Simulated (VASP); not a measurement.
# Hf2TiB2 (P-3m1) in VASP: a series of runs, part 2 of 2

VASP 6.6.1. The steps go on from the part before.

### 5 Single point, PBE

This run uses another cell than the first one, of 15.28 Å³/atom.

File INCAR:

```
ALGO = Fast ; EDIFF = 1E-6
ENCUT = 520 ; GGA = PE
ISIF = 2 ; ISMEAR = 0
LASPH = True ; LCHARG = False
LREAL = False ; LWAVE = False
NBANDS = 27 ; NELM = 80
PREC = Accurate ; SIGMA = 0.1
```

File KPOINTS:

```
k-points
0
Gamma
  12 12 6
```

File POSCAR:

```
Hf2TiB2
1.0
    3.3665423672      0.0000000000      0.0000000000
   -1.6832711836      2.9155112129      0.0000000000
    0.0000000000      0.0000000000      7.7826304124
Hf Ti B
2 1 2
Direct
    0.3333333333      0.6666666667      0.6725392047
    0.6666666667      0.3333333333      0.3274607953
    0.0000000000      0.0000000000      0.0000000000
    0.3333333333      0.6666666667      0.1642475947
    0.6666666667      0.3333333333      0.8357524053
```

On the command line:

```sh
cat potpaw_PBE.64/Hf_pv/POTCAR potpaw_PBE.64/Ti_sv/POTCAR potpaw_PBE.64/B/POTCAR > POTCAR
mpirun -np 1 vasp_std > vasp.out
```

Wall time 10 min (1 thread of Intel Xeon Platinum 8488C (Sapphire Rapids), shared host); peak memory 0.35 GiB.

The run converged. Its results:

```yaml
Free_energy: -42.6958 eV
Pressure: -0.1 GPa
Largest_force: 0.015 eV/Å
Band_gap_on_the_k_mesh: zero (bands 19 and 20 overlap by 0.75 eV)
```

Forces in eV/Å, atoms in the order of the input:
```
Hf   0.000  0.000  0.015
Hf   0.000  0.000 -0.015
Ti   0.000  0.000  0.000
B    0.000  0.000  0.005
B    0.000  0.000 -0.005
```

Levels at points of the mesh, in eV from the Fermi level:
```csv
k point,band 15,band 16,band 17,band 18,band 19,band 20,band 21,band 22,band 23,band 24
"(0.00, 0.00, 0.00)",-1.15,-1.15,-0.71,-0.05,-0.05,1.12,1.12,1.78,2.71,2.71
"(0.50, 0.00, 0.00)",-1.55,-1.31,-1.11,-0.98,-0.67,-0.21,0.99,2.91,3.26,3.81
"(0.00, 0.00, 0.50)",-1.27,-1.27,0.31,0.31,0.38,1.12,1.34,1.34,2.27,2.27
"(0.50, 0.00, 0.50)",-1.88,-1.16,-0.99,-0.96,-0.72,0.17,0.78,2.68,2.93,3.18
```

Caveat: spin-orbit coupling is left out, which moves the levels of the heavy elements.

### 6 Relaxation of cell and atoms, PBE

This run uses another cell than the first one, of 15.28 Å³/atom.

File INCAR:

```
SYSTEM = Hf2TiB2
  PREC = Accurate
  ENCUT = 600
  EDIFF = 1E-6
  ISMEAR = 0
  SIGMA = 0.1
  LREAL = .FALSE.
  LASPH = .TRUE.
  NELM = 80
  ALGO = Fast
  ISIF = 3
  LWAVE = .FALSE.
  LCHARG = .FALSE.
  GGA = PE
  IBRION = 2
  NSW = 100
  EDIFFG = -0.01
```

File KPOINTS:

```
regular mesh
0
G
  12 12 6
  0 0 0
```

File POSCAR:

```
Hf2TiB2
1.0
    3.3679930240      0.0000000000      0.0000000000
   -1.6839965120      2.9167675186      0.0000000000
    0.0000000000      0.0000000000      7.7755787023
Hf Ti B
2 1 2
Direct
    0.3333333333      0.6666666667      0.6727590854
    0.6666666667      0.3333333333      0.3272409146
    0.0000000000      0.0000000000      0.0000000000
    0.3333333333      0.6666666667      0.1635653714
    0.6666666667      0.3333333333      0.8364346286
```

Potentials or basis: VASP PAW PBE potentials, release 64 (Hf_pv, Ti_sv, B).

On the command line:

```sh
cat potpaw_PBE.64/Hf_pv/POTCAR potpaw_PBE.64/Ti_sv/POTCAR potpaw_PBE.64/B/POTCAR > POTCAR
mpirun -np 1 vasp_std > vasp.out
```

OUTCAR:

```text
SYSTEM = Hf2TiB2
   PREC = Accurate
   ENCUT = 600
   EDIFF = 1E-6
   ISMEAR = 0
   LREAL = .FALSE.
   LASPH = .TRUE.
   NELM = 80
   ISIF = 3
   GGA = PE
   IBRION = 2
   NSW = 100
   EDIFFG = -0.01

 ion  position               nearest neighbor table
   1  0.333  0.667  0.673-   5 2.32   5 2.32   5 2.32   3 3.20   3 3.20   3 3.20   2 3.32   2 3.32
                             2 3.32
   2  0.667  0.333  0.327-   4 2.32   4 2.32   4 2.32   3 3.20   3 3.20   3 3.20   1 3.32   1 3.32
                             1 3.32
   3  0.000  0.000  0.000-   4 2.32   5 2.32   5 2.32   4 2.32   5 2.32   4 2.32   1 3.20   2 3.20
                             1 3.20   2 3.20   2 3.20   1 3.20
   4  0.333  0.667  0.164-   3 2.32   3 2.32   3 2.32   2 2.32   2 2.32   2 2.32
   5  0.667  0.333  0.836-   3 2.32   3 2.32   3 2.32   1 2.32   1 2.32   1 2.32

  LATTYP: Found a hexagonal cell.
 ALAT       =     3.3679930240
 C/A-ratio  =     2.3086682920

  Lattice vectors:

 A1 = (   3.3679930240,   0.0000000000,   0.0000000000)
 A2 = (  -1.6839965120,   2.9167675186,   0.0000000000)
 A3 = (   0.0000000000,   0.0000000000,   7.7755787023)

Analysis of symmetry for initial positions (statically):
=====================================================================
 Subroutine PRICEL returns:
 Original cell was already a primitive cell.

 Routine SETGRP: Setting up the symmetry group for a
 hexagonal supercell.

 Subroutine GETGRP returns: Found 12 space group operations
 (whereof 12 operations were pure point group operations)
 out of a pool of 24 trial point group operations.

The static configuration has the point symmetry D_3d.

Analysis of symmetry for dynamics (positions and initial velocities):
=====================================================================
 Subroutine PRICEL returns:
 Original cell was already a primitive cell.

[... 139 lines left out ...]
   LHFCALC =     F    Hartree Fock is set to
   AEXX    =    0.0000 exact exchange contribution
   IVDW    =     0    specifies the selected vdW correction
   LEPSILON=     F    determine dielectric tensor
   LRPA    =     F    only Hartree local field effects (RPA)
 conjugate gradient relaxation of ions
 non-spin polarized calculation
 RMM-DIIS sequential band-by-band and
 Gauss-broadening in eV      SIGMA  =   0.10
  energy-cutoff  :      600.00
  volume of cell :       76.38
 maximum number of plane-waves:      2575
 NGX is ok and might be reduce to    28
   NGX = 13   NGY = 13   NGZ = 31

--------------------------------------- Ionic step        1  -------------------------------------------

 number of electron      38.0000004 magnetization

 Free energy of the ion-electron system (eV)
  ---------------------------------------------------
  ext. energy  EPLUGINS =         0.00000000
  ---------------------------------------------------
  free energy    TOTEN  =       -42.69772765 eV

  energy without entropy =      -42.67632246  energy(sigma->0) =      -42.68702506

------------------------ aborting loop because EDIFF is reached ----------------------------------------

  FORCE on cell =-STRESS in cart. coord.  units (eV):
  Direction    XX          YY          ZZ          XY          YZ          ZX
  --------------------------------------------------------------------------------------
  -------------------------------------------------------------------------------------
  Total       -0.1047432     -0.1047432      0.0068121      0.0000000      0.0000000      0.0000000
  in kB       -2.1970025     -2.1970025      0.1428857      0.0000000      0.0000000      0.0000000
  external PRESSURE =      -1.4170398 kB  Pullay stress =       0.0000000 kB
[... 104 lines left out ...]
--------------------------------------- Ionic step        4  -------------------------------------------

 number of electron      38.0000004 magnetization

 Free energy of the ion-electron system (eV)
  ---------------------------------------------------
  ext. energy  EPLUGINS =         0.00000000
  ---------------------------------------------------
  free energy    TOTEN  =       -42.69807907 eV

  energy without entropy =      -42.67664236  energy(sigma->0) =      -42.68736071

 E-fermi :   5.2436     XC(G=0): -11.4348

 val. band max:        5.2411299405   @ k =   0.4167   0.0833   0.5000
 cond. band min:       5.2458640009   @ k =   0.0000   0.3333   0.3333
 fundamental gap:      0.0047340605
 Fermi energy:         5.2435628079

 k-point     1 :       0.0000    0.0000    0.0000
  band No.  band energies     occupation
      1     -50.8791      2.00000
      2     -27.0946      2.00000
      3     -27.0933      2.00000
      4     -27.0933      2.00000
      5     -25.0145      2.00000
      6     -24.7477      2.00000
[... 613 lines left out ...]
     22       6.8653      0.00000
     23       7.2688      0.00000

 [... further k-points ...]

------------------------ aborting loop because EDIFF is reached ----------------------------------------

  FORCE on cell =-STRESS in cart. coord.  units (eV):
  Direction    XX          YY          ZZ          XY          YZ          ZX
  --------------------------------------------------------------------------------------
  -------------------------------------------------------------------------------------
  Total        0.0249672      0.0249672      0.0144035      0.0000000     -0.0000000     -0.0000000
  in kB        0.5241089      0.5241089      0.3023572      0.0000000     -0.0000000     -0.0000000
  external PRESSURE =       0.4501917 kB  Pullay stress =       0.0000000 kB
[... 20 lines left out ...]
  FREE ENERGIE OF THE ION-ELECTRON SYSTEM (eV)
  ---------------------------------------------------
  free  energy   TOTEN  =       -42.6980790685 eV

  energy  without entropy=      -42.6766423593  energy(sigma->0) =      -42.68736071

 reached required accuracy - stopping structural energy minimisation
```

CONTCAR:

```text
Hf2TiB2
   1.00000000000000
     3.3646577323546705   -0.0000000000000000    0.0000000000000000
    -1.6823288661773352    2.9138790713059741    0.0000000000000000
    -0.0000000000000000   -0.0000000000000000    7.7847912679283562
  Hf              Ti              B
     2     1     2
Direct
     0.3333333332999970    0.6666666667000030    0.6727388362856654
     0.6666666667000030    0.3333333332999970    0.3272611637143346
     0.0000000000000000    0.0000000000000000    0.0000000000000000
     0.3333333332999970    0.6666666667000030    0.1641967364985561
     0.6666666667000030    0.3333333332999970    0.8358032635014438

  0.00000000E+00  0.00000000E+00  0.00000000E+00
  0.00000000E+00  0.00000000E+00  0.00000000E+00
  0.00000000E+00  0.00000000E+00  0.00000000E+00
  0.00000000E+00  0.00000000E+00  0.00000000E+00
  0.00000000E+00  0.00000000E+00  0.00000000E+00
```

Wall time 16 min (1 thread of Intel Xeon Platinum 8488C (Sapphire Rapids), shared host); peak memory 0.4 GiB.

Results:

```yaml
Free_energy: -42.6981 eV
Relaxed_volume: 15.26 Å³/atom
Relaxed_cell: a = 3.365 Å, b = 3.365 Å, c = 7.785 Å, α = 90.00°, β = 90.00°, γ = 120.00°
Space_group_after_relaxing_to_0.1_Å: P-3m1 (No. 164)
Energy_gained_by_relaxing: 0.1 meV/atom
Ionic_steps: 4
Pressure_after_relaxing: 0.0 GPa
Largest_force_after_relaxing: 0.008 eV/Å
Band_gap_on_the_k_mesh: zero (bands 19 and 20 overlap by 0.75 eV)
```

Forces on the atoms (eV/Å):
```
Hf   0.000  0.000 -0.008
Hf   0.000  0.000  0.008
Ti   0.000  0.000  0.000
B    0.000  0.000 -0.002
B    0.000  0.000  0.002
```

The path:
```tsv
step	energy change (eV)	largest force (eV/Å)	pressure (GPa)	volume (Å³)
1	0.0000	0.0529	-0.14	76.38
2	-0.0002	0.0197	0.19	76.24
3	-0.0002	0.0208	0.19	76.25
4	-0.0004	0.0079	0.05	76.32
```

Final structure:
```yaml
crystal:
  lattice:
    - [3.36466, 0.00000, 0.00000]
    - [-1.68233, 2.91388, 0.00000]
    - [0.00000, 0.00000, 7.78479]
  atoms:
    - { symbol: Hf, position: [0.33333, 0.66667, 0.67274] }
    - { symbol: Hf, position: [0.66667, 0.33333, 0.32726] }
    - { symbol: Ti, position: [0.00000, 0.00000, 0.00000] }
    - { symbol: B, position: [0.33333, 0.66667, 0.16420] }
    - { symbol: B, position: [0.66667, 0.33333, 0.83580] }
```

Caveat: spin-orbit coupling is left out, which moves the levels of the heavy elements.

### 7 The runs side by side

```tsv
task	spin	cell	k mesh	cutoff (eV)	gap on the mesh (eV)	pressure (GPa)	largest force (eV/Å)
single point	off	a = 3.772, b = 3.772, c = 6.215 Å, angles 90.0, 90.0, 120.0°, 5 atoms, atomic positions A	6 × 6 × 4	520	none	10.7	6.27
single point	off	a = 3.368, b = 3.368, c = 7.776 Å, angles 90.0, 90.0, 120.0°, 5 atoms, atomic positions B	6 × 6 × 4	520	none	-0.2	0.02
single point	collinear	a = 3.368, b = 3.368, c = 7.776 Å, angles 90.0, 90.0, 120.0°, 5 atoms, atomic positions B	6 × 6 × 2	520	none	0.0	0.10
single point	off	a = 3.367, b = 3.367, c = 7.783 Å, angles 90.0, 90.0, 120.0°, 5 atoms, atomic positions B	12 × 12 × 6	520	none	-0.1	0.01
relaxation of cell and atoms	off	relaxed from a = 3.368, b = 3.368, c = 7.776 Å, angles 90.0, 90.0, 120.0°, 5 atoms, atomic positions B	12 × 12 × 6	600	none	0.0	0.01
```

Alike in all rows: level PBE; potentials or basis VASP PAW PBE potentials, release 64 (Hf_pv, Ti_sv, B); smearing gaussian 0.1 eV.

Caveats: some runs use coarse meshes; spin-orbit coupling is left out, which moves the levels of the heavy elements; the cell stands under pressure (at least some runs); forces of over 1 eV/Å act on the atoms, so gaps and moduli don't describe the material at rest (at least some runs).

Absolute energies hang on the potentials; compare differences alone.
